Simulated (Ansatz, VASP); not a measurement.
# Two plane-wave programs on Bi

The input INCAR:

```
SYSTEM = Bi
PREC = Accurate
ENCUT = 520
EDIFF = 1E-6
ISMEAR = -1
SIGMA = 0.05
LREAL = .False.
LASPH = .True.
NELM = 80
ALGO = Fast
ISIF = 2
LWAVE = .False.
LCHARG = .False.
GGA = PE
NBANDS = 22
```

Contents of KPOINTS:

```
regular mesh
0
Gamma
  6 6 9
  0 0 0
```

File POSCAR:

```
Bi
1.0
    3.5117019713     -3.1533241543      0.0000000000
    3.5117019713      3.1533241543      0.0000000000
   -1.2685811704      0.0000000000      3.1341701374
Bi
2
Direct
    0.7530610000      0.7530610000      0.8573820000
    0.2469390000      0.2469390000      0.1426180000
```

File input.yaml:

```yaml
crystal:
  lattice:
    - [3.5117019713, -3.1533241543, 0.0]
    - [3.5117019713, 3.1533241543, 0.0]
    - [-1.2685811704, 0.0, 3.1341701374]
  atoms:
    - { symbol: Bi, position: [0.753061, 0.753061, 0.857382] }
    - { symbol: Bi, position: [0.246939, 0.246939, 0.142618] }
hamiltonian:
  xc: pbe
  pseudopotentials: { kind: paw, azcp: { folder: soft_1 } }
kpoints:
  mp_grid: { grid: [6, 6, 9] }
scf:
  occupations: { method: fermi_dirac, width: 0.05 }
output:
  forces: true
  stress: true
  eigenvalues: true
  write_density: true
  write_potential: true
  elf: true
  volumetric_format: npy
```

Alike in both runs: task single point; functional PBE; k mesh 6 × 6 × 9; occupations fermi-dirac, width 0.05 eV; no spin polarisation.

|  | VASP | Ansatz |
| --- | --- | --- |
| version | VASP 6.6.1 | Ansatz 0.2.0 |
| potentials or method | VASP PAW PBE potentials, release 64 (Bi_d) | Ansatz PAW soft_1 |
| plane-wave cutoff (eV) | 520 | 420 |
| valence electrons in the cell | 30 | 30 |

Ansatz gave:

| Item | Value |
| --- | --- |
| gap on the k mesh at the Fermi level (eV) | none |
| pressure (GPa) | -0.9 |
| traceless stress, the component that is largest in VASP (GPa) | -0.69 |
| rms of the force components (eV/Å) | 0.039 |

Q: Estimate VASP's values.

A: gap on the k mesh at the Fermi level (eV): none; pressure (GPa): -0.9; traceless stress, the component that is largest in VASP (GPa): -0.69; rms of the force components (eV/Å): 0.038.

Atom by atom the forces differ by 0.001 eV/Å (rms over components). A gap of «none» marks a metal or a gap that the smearing closes. With one functional, cell and mesh, what is left measures potentials, basis and numerics.

Spin-orbit coupling is off throughout.
